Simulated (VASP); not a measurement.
# SnTe3 (Fm-3m) in VASP: notebook, part 2 of 3

VASP 6.6.1. The steps go on from the part before.

### Step 3. Single point, PBEsol (volume scaled by 1.02)

INCAR

```
  ALGO = Normal
  EDIFF = 1E-7
  ENCUT = 520
  GGA = PS
  ISIF = 2
  ISMEAR = -1
  LASPH = True
  LCHARG = False
  LREAL = False
  LWAVE = False
  NBANDS = 24
  NELM = 80
  PREC = Accurate
  SIGMA = 0.05
```

KPOINTS

```
k-points
0
Gamma
  6 6 6
```

POSCAR

```
SnTe3
1.0
    0.0000000000      3.8867907320      3.8867907320
    3.8867907320      0.0000000000      3.8867907320
    3.8867907320      3.8867907320      0.0000000000
Te Sn
3 1
Direct
    0.5000000000      0.5000000000      0.5000000000
    0.7500000000      0.7500000000      0.7500000000
    0.2500000000      0.2500000000      0.2500000000
    0.0000000000      0.0000000000      0.0000000000
```

Potentials or basis: VASP PAW PBE potentials, release 64 (Te, Sn_d).

On the command line:

```
> cat potpaw_PBE.64/Te/POTCAR potpaw_PBE.64/Sn_d/POTCAR > POTCAR
> mpirun -np 1 vasp_std > vasp.out
```

OUTCAR:

```text
EDIFF = 1E-7
   ENCUT = 520
   GGA = PS
   ISIF = 2
   ISMEAR = -1
   LASPH = True
   LREAL = False
   NELM = 80
   PREC = Accurate

 ion  position               nearest neighbor table
   1  0.500  0.500  0.500-   2 3.37   3 3.37   3 3.37   3 3.37   3 3.37   2 3.37   2 3.37   2 3.37

   2  0.750  0.750  0.750-   1 3.37   4 3.37   1 3.37   1 3.37   1 3.37   4 3.37   4 3.37   4 3.37

   3  0.250  0.250  0.250-   1 3.37   4 3.37   4 3.37   4 3.37   4 3.37   1 3.37   1 3.37   1 3.37

   4  0.000  0.000  0.000-   2 3.37   3 3.37   2 3.37   2 3.37   2 3.37   3 3.37   3 3.37   3 3.37

  LATTYP: Found a face centered cubic cell.
 ALAT       =     7.7735814640

  Lattice vectors:

 A1 = (   0.0000000000,   3.8867907320,   3.8867907320)
 A2 = (   3.8867907320,   0.0000000000,   3.8867907320)
 A3 = (   3.8867907320,   3.8867907320,   0.0000000000)

Analysis of symmetry for initial positions (statically):
=====================================================================
 Subroutine PRICEL returns:
 Original cell was already a primitive cell.

 Routine SETGRP: Setting up the symmetry group for a
 face centered cubic supercell.

 Subroutine GETGRP returns: Found 48 space group operations
 (whereof 48 operations were pure point group operations)
 out of a pool of 48 trial point group operations.

The static configuration has the point symmetry O_h .

Analysis of symmetry for dynamics (positions and initial velocities):
=====================================================================
 Subroutine PRICEL returns:
 Original cell was already a primitive cell.

 Routine SETGRP: Setting up the symmetry group for a
 face centered cubic supercell.

 Subroutine GETGRP returns: Found 48 space group operations
 (whereof 48 operations were pure point group operations)
 out of a pool of 48 trial point group operations.

The dynamic configuration has the point symmetry O_h .

 Subroutine INISYM returns: Found 48 space group operations
 (whereof 48 operations are pure point group operations),
 and found     1 'primitive' translations

----------------------------------------------------------------------------------------

                                     Primitive cell

  volume of cell :     117.4366

  direct lattice vectors                    reciprocal lattice vectors
     0.000000000  3.886790732  3.886790732    -0.128640834  0.128640834  0.128640834
     3.886790732  0.000000000  3.886790732     0.128640834 -0.128640834  0.128640834
     3.886790732  3.886790732  0.000000000     0.128640834  0.128640834 -0.128640834

  length of vectors
     5.496752167  5.496752167  5.496752167     0.222812460  0.222812460  0.222812460

  position of ions in fractional coordinates (direct lattice)
     0.500000000  0.500000000  0.500000000
     0.750000000  0.750000000  0.750000000
     0.250000000  0.250000000  0.250000000
     0.000000000  0.000000000  0.000000000

  ion indices of the primitive-cell ions
   primitive index   ion index
                 1           1
                 2           2
                 3           3
                 4           4

----------------------------------------------------------------------------------------

 KPOINTS: k-points

Automatic generation of k-mesh.
 Grid dimensions read from file:
 generate k-points for:    6    6    6

 Generating k-lattice:

  Cartesian coordinates                     Fractional coordinates (reciprocal lattice)
    -0.021440139  0.021440139  0.021440139     0.166666667  0.000000000  0.000000000
     0.021440139 -0.021440139  0.021440139     0.000000000  0.166666667  0.000000000
     0.021440139  0.021440139 -0.021440139     0.000000000  0.000000000  0.166666667

  Length of vectors
     0.037135410  0.037135410  0.037135410

  Shift w.r.t. Gamma in fractional coordinates (k-lattice)
     0.000000000  0.000000000  0.000000000

 Subroutine IBZKPT returns following result:
 ===========================================

 Found     16 irreducible k-points:

 Following reciprocal coordinates:
            Coordinates               Weight
  0.000000  0.000000  0.000000      1.000000
  0.166667  0.000000  0.000000      8.000000
  0.333333  0.000000  0.000000      8.000000
  0.500000  0.000000  0.000000      4.000000
  0.166667  0.166667  0.000000      6.000000
  0.333333  0.166667  0.000000     24.000000
[... 8 lines left out ...]
 -0.333333  0.333333  0.166667     24.000000
 -0.333333  0.500000  0.166667     12.000000
   k-points           NKPTS =     16   k-points in BZ     NKDIM =     16   number of bands    NBANDS=     24
   number of dos      NEDOS =    301   number of ions     NIONS =      4
   total plane-waves  NPLWV =  74088
   dimension x,y,z NGX =    42 NGY =   42 NGZ =   42
   dimension x,y,z NGXF=    84 NGYF=   84 NGZF=   84
   ions per type =               3   1
   NGX,Y,Z   is equivalent  to a cutoff of  12.70, 12.70, 12.70 a.u.
   NGXF,Y,Z  is equivalent  to a cutoff of  25.41, 25.41, 25.41 a.u.
 SYSTEM =  unknown system
   PREC   = accura    normal or accurate (medium, high low for compatibility)
   ISTART =      0    job   : 0-new  1-cont  2-samecut
   ICHARG =      2    charge: 1-file 2-atom 10-const
   ISPIN  =      1    spin polarized calculation?
   LNONCOLLINEAR =      F non collinear calculations
   LSORBIT =      F    spin-orbit coupling
   LASPH  =      T    aspherical Exc in radial PAW
   ENCUT  =  520.0 eV  38.22 Ry    6.18 a.u.  10.22 10.22 10.22*2*pi/ulx,y,z
   NELM   =     80;   NELMIN=  2; NELMDL= -5     # of ELM steps
   EDIFF  = 0.1E-06   stopping-criterion for ELM
   LREAL  =      F    real-space projection
   EDIFFG = 0.1E-05   stopping-criterion for IOM
   NSW    =      0    number of steps for IOM
   IBRION =     -1    ionic relax: 0-MD 1-quasi-New 2-CG
   NFREE  =      0    steps in history (QN), initial steepest desc. (CG)
   ISIF   =      2    stress and relaxation
   ISYM   =      2    0-nonsym 1-usesym 2-fastsym
   POTIM  = 0.5000    time-step for ionic-motion
   TEBEG  =    0.0;   TEEND  =   0.0 temperature during run
   PSTRESS=    0.0 pullay stress
   NELECT =      32.0000    total number of electrons
   NUPDOWN=      -1.0000    fix difference up-down
   EMIN   =  10.00;   EMAX   =-10.00  energy-range for DOS
   EFERMI =   0.00;   METHOD = LEGACY
   ISMEAR =    -1;   SIGMA  =   0.05  broadening in eV -4-tet -1-fermi 0-gaus
   EFERMI_NEDOS =   21; number of points for ismear=-14 and -15
   IALGO  =     38    algorithm
   IMIX   =      4    mixing-type and parameters
     AMIX     =   0.40;   BMIX     =  1.00
     AMIX_MAG =   1.60;   BMIX_MAG =  1.00
  volume/ion in A,a.u.               =      29.36       198.13
  Fermi-wavevector in a.u.,A,eV,Ry     =   1.061346  2.005653 15.326356  1.126455
  Thomas-Fermi vector in A             =   2.196759
   LORBIT       =      0    0 simple, 1 ext, 2 COOP (PROOUT), +10 PAW based schemes
   GGA     = PS    functional components
   LHFCALC =     F    Hartree Fock is set to
   AEXX    =    0.0000 exact exchange contribution
   IVDW    =     0    specifies the selected vdW correction
   LEPSILON=     F    determine dielectric tensor
   LRPA    =     F    only Hartree local field effects (RPA)
 non-spin polarized calculation
  energy-cutoff  :      520.00
  volume of cell :      117.44
 maximum number of plane-waves:      3178
 NGX is ok and might be reduce to    42
   NGX = 21   NGY = 21   NGZ = 21

 number of electron      32.0000003 magnetization

 Free energy of the ion-electron system (eV)
  ---------------------------------------------------
  ext. energy  EPLUGINS =         0.00000000
  ---------------------------------------------------
  free energy    TOTEN  =       -14.32597676 eV

  energy without entropy =      -14.29419848  energy(sigma->0) =      -14.31008762

 E-fermi :   7.2994     XC(G=0): -10.0682

 val. band max:        7.2857070118   @ k =   0.3333   0.0000   0.0000
 cond. band min:       7.3559268820   @ k =   0.5000   0.5000   0.0000
 fundamental gap:      0.0702198702
 Fermi energy:         7.2994149022

 k-point     1 :       0.0000    0.0000    0.0000
  band No.  band energies     occupation
      1     -14.1858      2.00000
      2     -14.1858      2.00000
      3     -14.1858      2.00000
      4     -14.1826      2.00000
      5     -14.1826      2.00000
      6      -6.0204      2.00000
[... 421 lines left out ...]
     23      13.6779      0.00000
     24      13.8831      0.00000

------------------------ aborting loop because EDIFF is reached ----------------------------------------

  FORCE on cell =-STRESS in cart. coord.  units (eV):
  Direction    XX          YY          ZZ          XY          YZ          ZX
  --------------------------------------------------------------------------------------
  -------------------------------------------------------------------------------------
  Total       -2.6791186     -2.6791186     -2.6791186      0.0000000      0.0000000      0.0000000
  in kB      -36.5509826    -36.5509826    -36.5509826      0.0000000      0.0000000      0.0000000
  external PRESSURE =     -36.5509826 kB  Pullay stress =       0.0000000 kB

 VOLUME and BASIS-vectors are now :
 -----------------------------------------------------------------------------
  energy-cutoff  :      520.00
  volume of cell :      117.44
      direct lattice vectors                 reciprocal lattice vectors
     0.000000000  3.886790732  3.886790732    -0.128640834  0.128640834  0.128640834
     3.886790732  0.000000000  3.886790732     0.128640834 -0.128640834  0.128640834
     3.886790732  3.886790732  0.000000000     0.128640834  0.128640834 -0.128640834

 POSITION                                       TOTAL-FORCE (eV/Angst)
 -----------------------------------------------------------------------------------
      3.88679      3.88679      3.88679         0.000000     -0.000000      0.000000
      5.83019      5.83019      5.83019         0.000000      0.000000      0.000000
      1.94340      1.94340      1.94340        -0.000000     -0.000000     -0.000000
      0.00000      0.00000      0.00000         0.000000     -0.000000      0.000000
 -----------------------------------------------------------------------------------
    total drift:                               -0.000000      0.000000      0.000000

  FREE ENERGIE OF THE ION-ELECTRON SYSTEM (eV)
  ---------------------------------------------------
  free  energy   TOTEN  =       -14.3259767589 eV

  energy  without entropy=      -14.2941984784  energy(sigma->0) =      -14.31008762
```

stdout:

```text
POSCAR found type information on POSCAR TeSn
 POSCAR found :  2 types and       4 ions
 scaLAPACK will be used
 -----------------------------------------------------------------------------
|                                                                             |
|                                                                             |
|     You enforced a specific xc type in the INCAR file but a different       |
|     I HOPE YOU KNOW WHAT YOU ARE DOING!                                     |
|                                                                             |
 -----------------------------------------------------------------------------

 LDA part: xc-table for (Slater+PW92), standard interpolation
 POSCAR, INCAR and KPOINTS ok, starting setup
 FFT: planning ... GRIDC
 FFT: planning ... GRID_SOFT
 FFT: planning ... GRID
 WAVECAR not read
 entering main loop
```

It took 25 s on 1 thread of Intel Xeon 6975P-C (Granite Rapids), shared host; peak memory 0.26 GiB.

Results:

| Property | Result |
| --- | --- |
| Free energy | -14.3260 eV |
| Pressure | -3.7 GPa |
| Band gap on the k mesh | zero (band 16 reaches 7.70 eV, above the bottom of band 17 at 5.53 eV) |

Levels at points of the mesh, in eV from the Fermi level:
```
           k point  band 14  band 15  band 16  band 17  band 18  band 19
(0.00, 0.00, 0.00)    -3.20    -3.20    -1.77    -1.77    -1.77     3.12
(0.50, 0.00, 0.00)    -2.01    -1.91     0.40     0.40     1.24     1.81
(0.50, 0.50, 0.00)    -0.55    -0.55     0.06     0.18     0.18     2.07
```

Caveat: the PAW data sets were made with another functional, which shifts forces and pressure a little; spin-orbit coupling is left out, which moves the levels of the heavy elements.

### Step 4. Single point, PBEsol (volume scaled by 1.04)

INCAR

```
PREC = Accurate
ENCUT = 520
EDIFF = 1E-7
ISMEAR = -1
SIGMA = 0.05
LREAL = False
LASPH = True
NELM = 80
ALGO = Normal
ISIF = 2
LWAVE = False
LCHARG = True
GGA = PS
LELF = True
LVHAR = True
NBANDS = 24
```

KPOINTS

```
Automatic mesh
0
Gamma
  6 6 6
```

POSCAR

```
SnTe3
1.0
    0.0000000000      3.9120303401      3.9120303401
    3.9120303401      0.0000000000      3.9120303401
    3.9120303401      3.9120303401      0.0000000000
Te Sn
3 1
Direct
    0.5000000000      0.5000000000      0.5000000000
    0.7500000000      0.7500000000      0.7500000000
    0.2500000000      0.2500000000      0.2500000000
    0.0000000000      0.0000000000      0.0000000000
```

On the command line:

```
> cat potpaw_PBE.64/Te/POTCAR potpaw_PBE.64/Sn_d/POTCAR > POTCAR
> mpirun -np 1 vasp_std > vasp.out
```

Wall time 26 s (1 thread of Intel Xeon 6975P-C (Granite Rapids), shared host); peak memory 0.26 GiB.

Results (log left out):

```yaml
Free_energy: -14.2682 eV
Pressure: -4.4 GPa
Band_gap_on_the_k_mesh: zero (band 16 reaches 7.44 eV, above the bottom of band 17 at 5.34 eV)
```

Levels at points of the mesh, in eV from the Fermi level:
```tsv
k point	band 12	band 13	band 14	band 15	band 16	band 17	band 18	band 19	band 20	band 21
(0.00, 0.00, 0.00)	-3.12	-3.11	-3.11	-3.11	-1.71	-1.71	-1.71	3.18	3.18	3.89
(0.50, 0.00, 0.00)	-3.23	-3.23	-2.01	-1.89	0.40	0.40	1.19	1.82	1.82	3.19
(0.50, 0.50, 0.00)	-1.55	-1.00	-0.53	-0.53	0.05	0.19	0.19	2.04	3.20	3.20
```

Caveat: the PAW data sets were made with another functional, which shifts forces and pressure a little; spin-orbit coupling is left out, which moves the levels of the heavy elements.

(Part 2 of 3 ends here.)
